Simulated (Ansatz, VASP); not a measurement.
## Sb in VASP and in Ansatz

File POSCAR:

```
Sb
1.0
    3.3545324186      0.0000000000      0.0000000000
   -1.6772662093      2.9051102923      0.0000000000
    0.0000000000      0.0000000000      5.4701606500
Sb
2
Direct
    0.6666666667      0.3333333333      0.7500000000
    0.3333333333      0.6666666667      0.2500000000
```

File INCAR.step1:

```
PREC = Accurate ; ENCUT = 520
EDIFF = 1E-5 ; ISMEAR = -1
SIGMA = 0.05 ; LREAL = False
LASPH = True ; NELM = 100
ALGO = Normal ; ISIF = 2
LWAVE = True ; LCHARG = False
NBANDS = 12 ; GGA = PE
```

The input INCAR.step2:

```
PREC = Accurate ; ENCUT = 520
EDIFF = 1E-7 ; ISMEAR = -1
SIGMA = 0.05 ; LREAL = False
LASPH = True ; NELM = 100
ALGO = Normal ; ISIF = 2
LWAVE = False ; LCHARG = False
GGA = PE ; LHFCALC = True
AEXX = 0.4 ; HFSCREEN = 0.2
PRECFOCK = Normal ; NBANDS = 12
ISTART = 1
```

KPOINTS

```
regular mesh
0
Gamma
  5 5 3
```

input.yaml

```yaml
crystal:
  lattice:
    - [3.3545324186, 0.0, 0.0]
    - [-1.6772662093, 2.9051102923, 0.0]
    - [0.0, 0.0, 5.47016065]
  atoms:
    - { symbol: Sb, position: [0.6666666667, 0.3333333333, 0.75] }
    - { symbol: Sb, position: [0.3333333333, 0.6666666667, 0.25] }
hamiltonian:
  xc: { exchange: pbe, correlation: pbe, exx: { coeff: 0.4, omega: 0.2 } }
  pseudopotentials: { kind: paw }
kpoints:
  mp_grid: { grid: [5, 5, 3] }
scf:
  occupations: { method: fermi_dirac, width: 0.05 }
output:
  forces: true
  stress: true
  eigenvalues: true
  write_density: true
  write_potential: true
  elf: true
  volumetric_format: npy
```

Alike in both runs: task single point; functional PBE-based screened hybrid; k mesh 5 × 5 × 3; occupations fermi-dirac, width 0.05 eV; no spin polarisation.

```csv
,VASP,Ansatz
version,VASP 6.6.1,Ansatz 0.2.0
potentials or method,"VASP PAW PBE potentials, release 64 (Sb)",Ansatz PAW
plane-wave cutoff (eV),520,420
valence electrons in the cell,10,30
```

```tsv
	VASP	Ansatz	Ansatz less VASP
gap on the k mesh at the Fermi level (eV)	none	none	-
pressure (GPa)	-5.6	-3.2	+2.32
traceless stress, the component that is largest in VASP (GPa)	3.83	3.96	+0.126
```

VASP's potentials were made for PBE, not for PBE-based screened hybrid. A gap of «none» marks a metal or a gap that the smearing closes. With one functional, cell and mesh, what is left measures potentials, basis and numerics. VASP's potentials hold 10 valence electrons a cell and Ansatz's 30, so a difference there can come from the potentials and not from the codes.

The k mesh is coarse, so the values compare programs but aren't converged. Neither program's run includes spin-orbit coupling.
